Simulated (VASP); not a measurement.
# MgO (I4mm) in VASP: notebook

MgO is run at these levels: PBE; tasks: single point.

Program: VASP 6.6.1. These are calculated values, not measurements. Logs are shortened: lines on timing, memory, paths and dates and some standing lists are left out, and cuts for length are marked.

### Step 1. The cell of the first run

The structure is tetragonal, space group I4mm (No. 107). The conventional cell has a = 3.008 Å, b = 3.008 Å, c = 4.254 Å, α = 90.00°, β = 90.00°, γ = 90.00°. Within 2.6 Å of Mg (site symmetry 4mm) lie 6 O at 1.98 to 2.27 Å. O (site symmetry 4mm) has 6 Mg at 1.98 to 2.27 Å within 2.6 Å.

### Step 2. Single point, PBE (atoms displaced along a vibrational mode)

INCAR

```
PREC     = Accurate       # precision mode
ENCUT    = 840            # plane-wave cutoff, eV
EDIFF    = 1E-6           # SCF threshold, eV
ISMEAR   = 0              # smearing method
SIGMA    = 0.05           # smearing width, eV
LREAL    = F              # projectors in reciprocal space
LASPH    = T              # aspherical terms in the spheres
NELM     = 120            # most SCF steps
ALGO     = Normal         # electronic algorithm
ISIF     = 2              # what is computed and relaxed
LWAVE    = F              # write WAVECAR
LCHARG   = F              # write CHGCAR
GGA      = PE             # functional
NBANDS   = 15             # bands
GGA_COMPAT= F
```

KPOINTS

```
regular mesh
0
Gamma
  10 10 10
```

POSCAR

```
MgO
1.0
    0.0000000000      2.1272186771      2.1272186771
    2.1272186771      0.0000000000      2.1272186771
    2.1272186771      2.1272186771      0.0000000000
Mg O
1 1
Direct
    0.0133061842      0.0133061842     -0.0133061842
    0.4797858112      0.4797858112      0.5202141888
```

Potentials or basis: VASP PAW PBE potentials, release 64 (Mg_sv, O).

The run is started by

```console
$ cat potpaw_PBE.64/Mg_sv/POTCAR potpaw_PBE.64/O/POTCAR > POTCAR
$ mpirun -np 1 vasp_std > vasp.out
```

OUTCAR:

```text
PREC = Accurate
   ENCUT = 840
   EDIFF = 1E-6
   ISMEAR = 0
   LREAL = F
   LASPH = T
   NELM = 120
   ISIF = 2
   GGA = PE

 ion  position               nearest neighbor table
   1  0.013  0.013  0.987-   2 1.98
   2  0.480  0.480  0.520-   1 1.98

  LATTYP: Found a face centered cubic cell.
 ALAT       =     4.2544373542

  Lattice vectors:

 A1 = (   0.0000000000,   2.1272186771,   2.1272186771)
 A2 = (   2.1272186771,   0.0000000000,   2.1272186771)
 A3 = (   2.1272186771,   2.1272186771,   0.0000000000)

Analysis of symmetry for initial positions (statically):
=====================================================================
 Subroutine PRICEL returns:
 Original cell was already a primitive cell.

 Routine SETGRP: Setting up the symmetry group for a
 face centered cubic supercell.

 Subroutine GETGRP returns: Found  8 space group operations
 (whereof  8 operations were pure point group operations)
 out of a pool of 48 trial point group operations.

The static configuration has the point symmetry C_4v.

Analysis of symmetry for dynamics (positions and initial velocities):
=====================================================================
 Subroutine PRICEL returns:
 Original cell was already a primitive cell.

 Routine SETGRP: Setting up the symmetry group for a
 face centered cubic supercell.

 Subroutine GETGRP returns: Found  8 space group operations
 (whereof  8 operations were pure point group operations)
 out of a pool of 48 trial point group operations.

The dynamic configuration has the point symmetry C_4v.

 Subroutine INISYM returns: Found  8 space group operations
 (whereof  8 operations are pure point group operations),
 and found     1 'primitive' translations

----------------------------------------------------------------------------------------

                                     Primitive cell

  volume of cell :      19.2516

  direct lattice vectors                    reciprocal lattice vectors
     0.000000000  2.127218677  2.127218677    -0.235048707  0.235048707  0.235048707
     2.127218677  0.000000000  2.127218677     0.235048707 -0.235048707  0.235048707
     2.127218677  2.127218677  0.000000000     0.235048707  0.235048707 -0.235048707

  length of vectors
     3.008341503  3.008341503  3.008341503     0.407116303  0.407116303  0.407116303

  position of ions in fractional coordinates (direct lattice)
     0.013306184  0.013306184  0.986693816
     0.479785811  0.479785811  0.520214189

  ion indices of the primitive-cell ions
   primitive index   ion index
                 1           1
                 2           2

----------------------------------------------------------------------------------------

 KPOINTS: regular mesh

Automatic generation of k-mesh.
 Grid dimensions read from file:
 generate k-points for:   10   10   10

 Generating k-lattice:

  Cartesian coordinates                     Fractional coordinates (reciprocal lattice)
    -0.023504871  0.023504871  0.023504871     0.100000000  0.000000000  0.000000000
     0.023504871 -0.023504871  0.023504871     0.000000000  0.100000000  0.000000000
     0.023504871  0.023504871 -0.023504871     0.000000000  0.000000000  0.100000000

  Length of vectors
     0.040711630  0.040711630  0.040711630

  Shift w.r.t. Gamma in fractional coordinates (k-lattice)
     0.000000000  0.000000000  0.000000000

 Subroutine IBZKPT returns following result:
 ===========================================

 Found    102 irreducible k-points:

 Following reciprocal coordinates:
            Coordinates               Weight
  0.000000  0.000000  0.000000      1.000000
  0.100000  0.000000  0.000000      8.000000
  0.200000  0.000000  0.000000      8.000000
  0.300000  0.000000  0.000000      8.000000
  0.400000  0.000000  0.000000      8.000000
  0.500000  0.000000  0.000000      4.000000
[... 16 lines left out ...]
 -0.100000  0.100000  0.000000      4.000000
  0.000000 -0.100000  0.100000      8.000000
 [... further k-points ...]
   k-points           NKPTS =    102   k-points in BZ     NKDIM =    102   number of bands    NBANDS=     15
   number of dos      NEDOS =    301   number of ions     NIONS =      2
   total plane-waves  NPLWV =  21952
   dimension x,y,z NGX =    28 NGY =   28 NGZ =   28
   dimension x,y,z NGXF=    56 NGYF=   56 NGZF=   56
   ions per type =               1   1
   NGX,Y,Z   is equivalent  to a cutoff of  15.47, 15.47, 15.47 a.u.
   NGXF,Y,Z  is equivalent  to a cutoff of  30.95, 30.95, 30.95 a.u.
 SYSTEM =  unknown system
   PREC   = accura    normal or accurate (medium, high low for compatibility)
   ISTART =      0    job   : 0-new  1-cont  2-samecut
   ICHARG =      2    charge: 1-file 2-atom 10-const
   ISPIN  =      1    spin polarized calculation?
   LNONCOLLINEAR =      F non collinear calculations
   LSORBIT =      F    spin-orbit coupling
   LASPH  =      T    aspherical Exc in radial PAW
   ENCUT  =  840.0 eV  61.74 Ry    7.86 a.u.   7.11  7.11  7.11*2*pi/ulx,y,z
   NELM   =    120;   NELMIN=  2; NELMDL= -5     # of ELM steps
   EDIFF  = 0.1E-05   stopping-criterion for ELM
   LREAL  =      F    real-space projection
   EDIFFG = 0.1E-04   stopping-criterion for IOM
   NSW    =      0    number of steps for IOM
   IBRION =     -1    ionic relax: 0-MD 1-quasi-New 2-CG
   NFREE  =      0    steps in history (QN), initial steepest desc. (CG)
   ISIF   =      2    stress and relaxation
   ISYM   =      2    0-nonsym 1-usesym 2-fastsym
   POTIM  = 0.5000    time-step for ionic-motion
   TEBEG  =    0.0;   TEEND  =   0.0 temperature during run
   PSTRESS=    0.0 pullay stress
   NELECT =      16.0000    total number of electrons
   NUPDOWN=      -1.0000    fix difference up-down
   EMIN   =  10.00;   EMAX   =-10.00  energy-range for DOS
   EFERMI =   0.00;   METHOD = LEGACY
   ISMEAR =     0;   SIGMA  =   0.05  broadening in eV -4-tet -1-fermi 0-gaus
   EFERMI_NEDOS =   21; number of points for ismear=-14 and -15
   IALGO  =     38    algorithm
   IMIX   =      4    mixing-type and parameters
     AMIX     =   0.40;   BMIX     =  1.00
     AMIX_MAG =   1.60;   BMIX_MAG =  1.00
  volume/ion in A,a.u.               =       9.63        64.96
  Fermi-wavevector in a.u.,A,eV,Ry     =   1.539192  2.908650 32.233710  2.369111
  Thomas-Fermi vector in A             =   2.645454
   LORBIT       =      0    0 simple, 1 ext, 2 COOP (PROOUT), +10 PAW based schemes
   GGA     = PE    functional components
   LHFCALC =     F    Hartree Fock is set to
   AEXX    =    0.0000 exact exchange contribution
   IVDW    =     0    specifies the selected vdW correction
   LEPSILON=     F    determine dielectric tensor
   LRPA    =     F    only Hartree local field effects (RPA)
 non-spin polarized calculation
 Gauss-broadening in eV      SIGMA  =   0.05
  energy-cutoff  :      840.00
  volume of cell :       19.25
 maximum number of plane-waves:      1090
   NGX = 15   NGY = 15   NGZ = 15

 number of electron      16.0000001 magnetization

 Free energy of the ion-electron system (eV)
  ---------------------------------------------------
  ext. energy  EPLUGINS =         0.00000000
  ---------------------------------------------------
  free energy    TOTEN  =       -11.83209024 eV

  energy without entropy =      -11.83209024  energy(sigma->0) =      -11.83209024

 E-fermi :   3.1421     XC(G=0): -11.2329

 val. band max:        2.6843987612   @ k =   0.0000   0.0000   0.0000
 cond. band min:       7.1340477402   @ k =   0.0000   0.0000   0.0000
 fundamental gap:      4.4496489790
 Fermi energy:         3.1421395498

 k-point     1 :       0.0000    0.0000    0.0000
  band No.  band energies     occupation
      1     -69.6488      2.00000
      2     -36.3774      2.00000
      3     -36.3774      2.00000
      4     -36.3769      2.00000
      5     -14.4057      2.00000
      6       2.6572      2.00000
      7       2.6844      2.00000
      8       2.6844      2.00000
      9       7.1340      0.00000
     10      18.3713      0.00000
     11      18.4122      0.00000
     12      18.4122      0.00000
     13      22.1267      0.00000
     14      23.9316      0.00000
     15      23.9783      0.00000

 k-point     2 :       0.1000    0.0000    0.0000
  band No.  band energies     occupation
      1     -69.6479      2.00000
      2     -36.3846      2.00000
      3     -36.3781      2.00000
      4     -36.3777      2.00000
      5     -14.3033      2.00000
      6       2.0285      2.00000
      7       2.6116      2.00000
      8       2.6221      2.00000
      9       7.7630      0.00000
     10      17.1156      0.00000
     11      18.6171      0.00000
     12      18.6330      0.00000
     13      23.1616      0.00000
     14      23.2065      0.00000
     15      23.7887      0.00000

 k-point     3 :       0.2000    0.0000    0.0000
  band No.  band energies     occupation
      1     -69.6461      2.00000
      2     -36.4041      2.00000
      3     -36.3802      2.00000
      4     -36.3797      2.00000
      5     -14.0227      2.00000
      6       0.7491      2.00000
      7       2.4530      2.00000
      8       2.4638      2.00000
      9       8.9620      0.00000
     10      15.5695      0.00000
     11      19.0260      0.00000
     12      19.0515      0.00000
     13      22.4818      0.00000
     14      22.5692      0.00000
     15      24.5609      0.00000

 k-point     4 :       0.3000    0.0000    0.0000
  band No.  band energies     occupation
      1     -69.6439      2.00000
      2     -36.4281      2.00000
      3     -36.3827      2.00000
      4     -36.3822      2.00000
      5     -13.6467      2.00000
      6      -0.5186      2.00000
      7       2.2661      2.00000
      8       2.2770      2.00000
      9       9.9344      0.00000
     10      14.7943      0.00000
     11      19.0810      0.00000
     12      19.0835      0.00000
     13      22.9599      0.00000
     14      23.0010      0.00000
     15      23.9735      0.00000
[... 307 lines left out ...]
 k-point    22 :       0.0000   -0.2000    0.1000
  band No.  band energies     occupation
      1     -69.6449      2.00000
      2     -36.4132      2.00000
      3     -36.3868      2.00000
      4     -36.3796      2.00000
      5     -13.8321      2.00000
      6       0.2360      2.00000
      7       2.0546      2.00000
      8       2.4184      2.00000
      9       9.7028      0.00000
     10      14.9875      0.00000
     11      18.4477      0.00000
     12      19.6564      0.00000
     13      21.3664      0.00000
     14      23.3715      0.00000
     15      25.5106      0.00000

 k-point    23 :      -0.1000    0.1000    0.0000
  band No.  band energies     occupation
      1     -69.6468      2.00000
      2     -36.3942      2.00000
      3     -36.3818      2.00000
      4     -36.3782      2.00000
      5     -14.1428      2.00000
      6       1.3249      2.00000
      7       2.3622      2.00000
      8       2.5783      2.00000
      9       8.5687      0.00000
     10      16.0294      0.00000
     11      18.7040      0.00000
     12      19.0382      0.00000
     13      21.8113      0.00000
     14      23.2995      0.00000
     15      25.3069      0.00000

 k-point    24 :       0.0000   -0.1000    0.1000
  band No.  band energies     occupation
      1     -69.6468      2.00000
      2     -36.3941      2.00000
      3     -36.3823      2.00000
      4     -36.3778      2.00000
      5     -14.1424      2.00000
      6       1.3306      2.00000
      7       2.3671      2.00000
      8       2.5693      2.00000
      9       8.5538      0.00000
     10      16.0498      0.00000
     11      18.6793      0.00000
     12      19.0582      0.00000
     13      21.9229      0.00000
     14      23.2913      0.00000
     15      25.1577      0.00000

 [... further k-points ...]

------------------------ aborting loop because EDIFF is reached ----------------------------------------

  FORCE on cell =-STRESS in cart. coord.  units (eV):
  Direction    XX          YY          ZZ          XY          YZ          ZX
  --------------------------------------------------------------------------------------
  -------------------------------------------------------------------------------------
  Total       -0.0511182     -0.0511182      0.7525973      0.0000000     -0.0000000      0.0000000
  in kB       -4.2542194     -4.2542194     62.6335241      0.0000000     -0.0000000      0.0000000
  external PRESSURE =      18.0416951 kB  Pullay stress =       0.0000000 kB

 VOLUME and BASIS-vectors are now :
 -----------------------------------------------------------------------------
  energy-cutoff  :      840.00
  volume of cell :       19.25
      direct lattice vectors                 reciprocal lattice vectors
     0.000000000  2.127218677  2.127218677    -0.235048707  0.235048707  0.235048707
     2.127218677  0.000000000  2.127218677     0.235048707 -0.235048707  0.235048707
     2.127218677  2.127218677  0.000000000     0.235048707  0.235048707 -0.235048707

 POSITION                                       TOTAL-FORCE (eV/Angst)
 -----------------------------------------------------------------------------------
      2.12722      2.12722      0.05661         0.000000      0.000000     -0.793644
      2.12722      2.12722      2.04122         0.000000      0.000000      0.793644
 -----------------------------------------------------------------------------------
    total drift:                                0.000001      0.000001     -0.000351

  FREE ENERGIE OF THE ION-ELECTRON SYSTEM (eV)
  ---------------------------------------------------
  free  energy   TOTEN  =       -11.8320902404 eV

  energy  without entropy=      -11.8320902404  energy(sigma->0) =      -11.83209024
```

It took 42 s on 1 thread of AMD EPYC 7R13 (Zen 3), shared host; peak memory 0.16 GiB.

What came out:

```
Free energy            : -11.8321 eV
Pressure               : 1.8 GPa
Largest force          : 0.794 eV/Å
Band gap on the k mesh : 4.45 eV
```

Forces in eV/Å, atoms in the order of the input:
```
Mg   0.000  0.000 -0.794
O    0.000  0.000  0.794
```

Caveat: the cell differs from its parent crystal (atoms displaced along a vibrational mode); the stress differs along the axes, from -0 to 6 GPa.

### Step 3. Single point, PBE (atoms displaced along a vibrational mode)

INCAR

```
SYSTEM = MgO
  PREC = Accurate
  ENCUT = 840
  EDIFF = 1E-6
  ISMEAR = 0
  SIGMA = 0.05
  LREAL = .FALSE.
  LASPH = .TRUE.
  NELM = 120
  ALGO = Normal
  ISIF = 2
  LWAVE = .FALSE.
  LCHARG = .FALSE.
  GGA = PE
  NBANDS = 15
  GGA_COMPAT = .FALSE.
```

KPOINTS

```
Automatic mesh
0
G
  10 10 10
  0 0 0
```

POSCAR

```
MgO
1.0
    0.0000000000      2.1272186771      2.1272186771
    2.1272186771      0.0000000000      2.1272186771
    2.1272186771      2.1272186771      0.0000000000
Mg O
1 1
Direct
    0.0199592763      0.0199592763     -0.0199592763
    0.4696787168      0.4696787168      0.5303212832
```

Potentials or basis: VASP PAW PBE potentials, release 64 (Mg_sv, O).

The run is started by

```console
$ cat potpaw_PBE.64/Mg_sv/POTCAR potpaw_PBE.64/O/POTCAR > POTCAR
$ mpirun -np 1 vasp_std > vasp.out
```

OUTCAR:

```text
SYSTEM = MgO
   PREC = Accurate
   ENCUT = 840
   EDIFF = 1E-6
   ISMEAR = 0
   LREAL = .FALSE.
   LASPH = .TRUE.
   NELM = 120
   ISIF = 2
   GGA = PE

 ion  position               nearest neighbor table
   1  0.020  0.020  0.980-   2 1.91
   2  0.470  0.470  0.530-   1 1.91

  LATTYP: Found a face centered cubic cell.
 ALAT       =     4.2544373542

  Lattice vectors:

 A1 = (   0.0000000000,   2.1272186771,   2.1272186771)
 A2 = (   2.1272186771,   0.0000000000,   2.1272186771)
[... 617 lines left out ...]
------------------------ aborting loop because EDIFF is reached ----------------------------------------

  FORCE on cell =-STRESS in cart. coord.  units (eV):
  Direction    XX          YY          ZZ          XY          YZ          ZX
  --------------------------------------------------------------------------------------
  -------------------------------------------------------------------------------------
  Total       -0.1101210     -0.1101210      1.7490633      0.0000000      0.0000000      0.0000000
  in kB       -9.1646139     -9.1646139    145.5625692      0.0000000      0.0000000      0.0000000
  external PRESSURE =      42.4111138 kB  Pullay stress =       0.0000000 kB

 VOLUME and BASIS-vectors are now :
 -----------------------------------------------------------------------------
  energy-cutoff  :      840.00
  volume of cell :       19.25
      direct lattice vectors                 reciprocal lattice vectors
     0.000000000  2.127218677  2.127218677    -0.235048707  0.235048707  0.235048707
     2.127218677  0.000000000  2.127218677     0.235048707 -0.235048707  0.235048707
     2.127218677  2.127218677  0.000000000     0.235048707  0.235048707 -0.235048707

 POSITION                                       TOTAL-FORCE (eV/Angst)
 -----------------------------------------------------------------------------------
      2.12722      2.12722      0.08492         0.000000      0.000000     -1.394840
      2.12722      2.12722      1.99822         0.000000      0.000000      1.394840
 -----------------------------------------------------------------------------------
    total drift:                               -0.000000     -0.000000      0.001175

  FREE ENERGIE OF THE ION-ELECTRON SYSTEM (eV)
  ---------------------------------------------------
  free  energy   TOTEN  =       -11.7553811337 eV

  energy  without entropy=      -11.7553811337  energy(sigma->0) =      -11.75538113
```

stdout:

```text
POSCAR found type information on POSCAR MgO
 POSCAR found :  2 types and       2 ions
 scaLAPACK will be used
 LDA part: xc-table for (Slater+PW92), standard interpolation
 POSCAR, INCAR and KPOINTS ok, starting setup
 FFT: planning ... GRIDC
 FFT: planning ... GRID_SOFT
 FFT: planning ... GRID
 WAVECAR not read
 entering main loop
```

Wall time 56 s (1 thread of Intel Xeon Platinum 8259CL at 2.50GHz (Skylake/Cascade Lake), shared host); peak memory 0.19 GiB.

What came out:

* Free energy: -11.7554 eV
* Pressure: 4.2 GPa
* Largest force: 1.395 eV/Å
* Band gap on the k mesh: 4.45 eV

Forces in eV/Å, atoms in the order of the input:
```
Mg   0.000  0.000 -1.395
O    0.000  0.000  1.395
```

Stress tensor (GPa, compression positive):
```
-0.92  0.00  0.00
 0.00 -0.92  0.00
 0.00  0.00 14.56
```

Caveat: the cell differs from its parent crystal (atoms displaced along a vibrational mode); the stress differs along the axes, from -1 to 15 GPa; forces of over 1 eV/Å act on the atoms, so gaps and moduli don't describe the material at rest.
